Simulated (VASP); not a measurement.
# Ru (P6_3/mmc) in VASP: a series of runs, part 3 of 3

VASP 6.6.1. The steps go on from the part before.

## Step 6: Relaxation of cell and atoms, PBE

INCAR reads:

```
PREC = Accurate ; ENCUT = 600
EDIFF = 1E-6 ; ISMEAR = -1
SIGMA = 0.15 ; LREAL = False
LASPH = True ; NELM = 60
ALGO = Fast ; ISIF = 3
LWAVE = False ; LCHARG = False
GGA = PE ; IBRION = 2
NSW = 80 ; EDIFFG = -0.001
```

KPOINTS reads:

```
Automatic mesh
0
Gamma
  18 18 10
```

POSCAR reads:

```
Ru
1.0
    2.7200250789      0.0000000000      0.0000000000
   -1.3600125395      2.3556108173      0.0000000000
    0.0000000000      0.0000000000      4.2967694749
Ru
2
Direct
    0.3333333333      0.6666666667      0.2500000000
    0.6666666667      0.3333333333      0.7500000000
```

Potentials or basis: VASP PAW PBE potentials, release 64 (Ru_pv).

The run is started by

```
cat potpaw_PBE.64/Ru_pv/POTCAR > POTCAR
mpirun -np 1 vasp_std > vasp.out
```

OUTCAR:

```text
PREC = Accurate
   ENCUT = 600
   EDIFF = 1E-6
   ISMEAR = -1
   LREAL = False
   LASPH = True
   NELM = 60
   ISIF = 3
   GGA = PE
   IBRION = 2
   NSW = 80
   EDIFFG = -0.001

 ion  position               nearest neighbor table
   1  0.333  0.667  0.250-   2 2.66   2 2.66   2 2.66   2 2.66   2 2.66   2 2.66
   2  0.667  0.333  0.750-   1 2.66   1 2.66   1 2.66   1 2.66   1 2.66   1 2.66

  LATTYP: Found a hexagonal cell.
 ALAT       =     2.7200250789
 C/A-ratio  =     1.5796800949

  Lattice vectors:

 A1 = (   2.7200250789,   0.0000000000,   0.0000000000)
 A2 = (  -1.3600125395,   2.3556108173,   0.0000000000)
 A3 = (   0.0000000000,   0.0000000000,   4.2967694749)

Analysis of symmetry for initial positions (statically):
=====================================================================
 Subroutine PRICEL returns:
 Original cell was already a primitive cell.

 Routine SETGRP: Setting up the symmetry group for a
 hexagonal supercell.

 Subroutine GETGRP returns: Found 24 space group operations
 (whereof 12 operations were pure point group operations)
 out of a pool of 24 trial point group operations.

The static configuration has the point symmetry D_3d.
 The point group associated with its full space group is D_6h.

Analysis of symmetry for dynamics (positions and initial velocities):
=====================================================================
 Subroutine PRICEL returns:
 Original cell was already a primitive cell.

 Routine SETGRP: Setting up the symmetry group for a
 hexagonal supercell.

 Subroutine GETGRP returns: Found 24 space group operations
 (whereof 12 operations were pure point group operations)
 out of a pool of 24 trial point group operations.

The dynamic configuration has the point symmetry D_3d.
 The point group associated with its full space group is D_6h.

 Subroutine INISYM returns: Found 24 space group operations
 (whereof 12 operations are pure point group operations),
 and found     1 'primitive' translations

----------------------------------------------------------------------------------------

                                     Primitive cell

  volume of cell :      27.5308

  direct lattice vectors                    reciprocal lattice vectors
     2.720025079  0.000000000  0.000000000     0.367643669  0.212259171  0.000000000
    -1.360012540  2.355610817  0.000000000     0.000000000  0.424518343  0.000000000
     0.000000000  0.000000000  4.296769475     0.000000000  0.000000000  0.232732988

  length of vectors
     2.720025079  2.720025079  4.296769475     0.424518343  0.424518343  0.232732988

  position of ions in fractional coordinates (direct lattice)
     0.333333333  0.666666667  0.250000000
     0.666666667  0.333333333  0.750000000

  ion indices of the primitive-cell ions
   primitive index   ion index
                 1           1
                 2           2

----------------------------------------------------------------------------------------

 KPOINTS: Automatic mesh
[... 54 lines left out ...]
   dimension x,y,z NGXF=    48 NGYF=   48 NGZF=   72
   ions per type =               2
   NGX,Y,Z   is equivalent  to a cutoff of  14.67, 14.67, 13.93 a.u.
   NGXF,Y,Z  is equivalent  to a cutoff of  29.34, 29.34, 27.86 a.u.
 SYSTEM =  unknown system
   PREC   = accura    normal or accurate (medium, high low for compatibility)
   ISTART =      0    job   : 0-new  1-cont  2-samecut
   ICHARG =      2    charge: 1-file 2-atom 10-const
   ISPIN  =      1    spin polarized calculation?
   LNONCOLLINEAR =      F non collinear calculations
   LSORBIT =      F    spin-orbit coupling
   LASPH  =      T    aspherical Exc in radial PAW
   ENCUT  =  600.0 eV  44.10 Ry    6.64 a.u.   5.43  5.43  8.58*2*pi/ulx,y,z
   NELM   =     60;   NELMIN=  2; NELMDL= -5     # of ELM steps
   EDIFF  = 0.1E-05   stopping-criterion for ELM
   LREAL  =      F    real-space projection
   EDIFFG = -.1E-02   stopping-criterion for IOM
   NSW    =     80    number of steps for IOM
   IBRION =      2    ionic relax: 0-MD 1-quasi-New 2-CG
   NFREE  =      1    steps in history (QN), initial steepest desc. (CG)
   ISIF   =      3    stress and relaxation
   ISYM   =      2    0-nonsym 1-usesym 2-fastsym
   POTIM  = 0.5000    time-step for ionic-motion
   TEBEG  =    0.0;   TEEND  =   0.0 temperature during run
   PSTRESS=    0.0 pullay stress
   NELECT =      28.0000    total number of electrons
   NUPDOWN=      -1.0000    fix difference up-down
   EMIN   =  10.00;   EMAX   =-10.00  energy-range for DOS
   EFERMI =   0.00;   METHOD = LEGACY
   ISMEAR =    -1;   SIGMA  =   0.15  broadening in eV -4-tet -1-fermi 0-gaus
   EFERMI_NEDOS =   21; number of points for ismear=-14 and -15
   IALGO  =     68    algorithm
   IMIX   =      4    mixing-type and parameters
     AMIX     =   0.40;   BMIX     =  1.00
     AMIX_MAG =   1.60;   BMIX_MAG =  1.00
  volume/ion in A,a.u.               =      13.77        92.89
  Fermi-wavevector in a.u.,A,eV,Ry     =   1.646347  3.111144 36.878020  2.710458
  Thomas-Fermi vector in A             =   2.735990
   LORBIT       =      0    0 simple, 1 ext, 2 COOP (PROOUT), +10 PAW based schemes
   GGA     = PE    functional components
   LHFCALC =     F    Hartree Fock is set to
   AEXX    =    0.0000 exact exchange contribution
   IVDW    =     0    specifies the selected vdW correction
   LEPSILON=     F    determine dielectric tensor
   LRPA    =     F    only Hartree local field effects (RPA)
 conjugate gradient relaxation of ions
 non-spin polarized calculation
 RMM-DIIS sequential band-by-band and
  energy-cutoff  :      600.00
  volume of cell :       27.53
 maximum number of plane-waves:       954
 NGX is ok and might be reduce to    24
   NGX = 11   NGY = 11   NGZ = 17

--------------------------------------- Ionic step        1  -------------------------------------------

 number of electron      28.0000004 magnetization

 Free energy of the ion-electron system (eV)
  ---------------------------------------------------
  ext. energy  EPLUGINS =         0.00000000
  ---------------------------------------------------
  free energy    TOTEN  =       -18.53155717 eV

  energy without entropy =      -18.40353184  energy(sigma->0) =      -18.46754451

------------------------ aborting loop because EDIFF is reached ----------------------------------------

  FORCE on cell =-STRESS in cart. coord.  units (eV):
  Direction    XX          YY          ZZ          XY          YZ          ZX
  --------------------------------------------------------------------------------------
  -------------------------------------------------------------------------------------
  Total        0.0849570      0.0849570      0.0423387     -0.0000000      0.0000000      0.0000000
  in kB        4.9441472      4.9441472      2.4639360     -0.0000000      0.0000000      0.0000000
  external PRESSURE =       4.1174101 kB  Pullay stress =       0.0000000 kB
[... 89 lines left out ...]
  FREE ENERGIE OF THE ION-ELECTRON SYSTEM (eV)
  ---------------------------------------------------
  free  energy   TOTEN  =       -18.5316048020 eV

  energy  without entropy=      -18.4032815021  energy(sigma->0) =      -18.46744315

[... ionic steps 4 to 20 ...]

--------------------------------------- Ionic step       21  -------------------------------------------

 number of electron      28.0000004 magnetization

------------------------ aborting loop because EDIFF is reached ----------------------------------------
[... 67 lines left out ...]
--------------------------------------- Ionic step       23  -------------------------------------------

 number of electron      28.0000004 magnetization

 Free energy of the ion-electron system (eV)
  ---------------------------------------------------
  ext. energy  EPLUGINS =         0.00000000
  ---------------------------------------------------
  free energy    TOTEN  =       -18.53160792 eV

  energy without entropy =      -18.40331915  energy(sigma->0) =      -18.46746353

 E-fermi :  12.5800     XC(G=0): -14.0253

 val. band max:       12.5766908664   @ k =   0.0000   0.0000   0.2000
 cond. band min:      12.5808339445   @ k =   0.0556   0.0000   0.1000
 fundamental gap:      0.0041430781
 Fermi energy:        12.5800416476

 k-point     1 :       0.0000    0.0000    0.0000
  band No.  band energies     occupation
      1     -31.0245      2.00000
      2     -30.1357      2.00000
      3     -30.1357      2.00000
      4     -29.9713      2.00000
      5     -29.9713      2.00000
      6     -29.9311      2.00000
[... 481 lines left out ...]
      5     -30.2096      2.00000
      6     -30.1341      2.00000
[... 10 lines left out ...]
     17      16.2347      0.00000
     18      19.8381      0.00000

 [... further k-points ...]
[... 5 lines left out ...]
  --------------------------------------------------------------------------------------
  -------------------------------------------------------------------------------------
  Total       -0.0004451     -0.0004451      0.0004088      0.0000000     -0.0000000      0.0000000
  in kB       -0.0258675     -0.0258675      0.0237586      0.0000000     -0.0000000      0.0000000
  external PRESSURE =      -0.0093255 kB  Pullay stress =       0.0000000 kB
[... 17 lines left out ...]
  FREE ENERGIE OF THE ION-ELECTRON SYSTEM (eV)
  ---------------------------------------------------
  free  energy   TOTEN  =       -18.5316079232 eV

  energy  without entropy=      -18.4033191461  energy(sigma->0) =      -18.46746353

 reached required accuracy - stopping structural energy minimisation
```

It took 8.9 min on 1 thread of Intel Xeon Platinum 8259CL at 2.50GHz (Skylake/Cascade Lake), shared host; peak memory 0.25 GiB.

What came out:

| Property | Result |
| --- | --- |
| Free energy | -18.5316 eV |
| Relaxed volume | 13.78 Å³/atom |
| Relaxed cell | a = 2.722 Å, b = 2.722 Å, c = 4.297 Å, α = 90.00°, β = 90.00°, γ = 120.00° |
| Space group after relaxing (to 0.1 Å) | P6_3/mmc (No. 194) |
| Energy gained by relaxing | 0.0 meV/atom |
| Ionic steps | 23 |
| Pressure after relaxing | 0.0 GPa |
| Band gap on the k mesh | zero (bands 14 and 15 overlap by 3.06 eV) |

Final structure:
```cif
data_structure
_symmetry_space_group_name_H-M 'P 1'
_symmetry_Int_Tables_number 1
_cell_length_a 2.7218
_cell_length_b 2.7218
_cell_length_c 4.2969
_cell_angle_alpha 90.000
_cell_angle_beta 90.000
_cell_angle_gamma 120.000
_cell_volume 27.57
loop_
_atom_site_label
_atom_site_type_symbol
_atom_site_fract_x
_atom_site_fract_y
_atom_site_fract_z
_atom_site_occupancy
Ru1 Ru 0.33333 0.66667 0.25000 1
Ru2 Ru 0.66667 0.33333 0.75000 1
```

## Step 7: The runs side by side

| task | cell | cutoff (eV) | smearing | gap on the mesh (eV) | pressure (GPa) | relaxed volume (Å³/atom) |
| --- | --- | --- | --- | --- | --- | --- |
| single point | a = 2.720, b = 2.720, c = 4.297 Å, angles 90.0, 90.0, 120.0°, 2 atoms | 520 | gaussian 0.1 eV | none | -0.1 | - |
| single point | a = 2.722, b = 2.722, c = 4.297 Å, angles 90.0, 90.0, 120.0°, 2 atoms | 520 | fermi-dirac 0.15 eV | none | -0.1 | - |
| relaxation of cell and atoms | relaxed from a = 2.706, b = 2.706, c = 4.282 Å, angles 90.0, 90.0, 120.0°, 2 atoms | 600 | gaussian 0.1 eV | none | 0.0 | 13.76 |
| relaxation of cell and atoms | relaxed from a = 2.720, b = 2.720, c = 4.297 Å, angles 90.0, 90.0, 120.0°, 2 atoms | 600 | fermi-dirac 0.15 eV | none | 0.0 | 13.78 |

Alike in all rows: level PBE; potentials or basis VASP PAW PBE potentials, release 64 (Ru_pv); no spin polarisation; k mesh 18 × 18 × 10.

Total energies depend on the potentials used, so only differences within one code and one set of settings carry meaning.
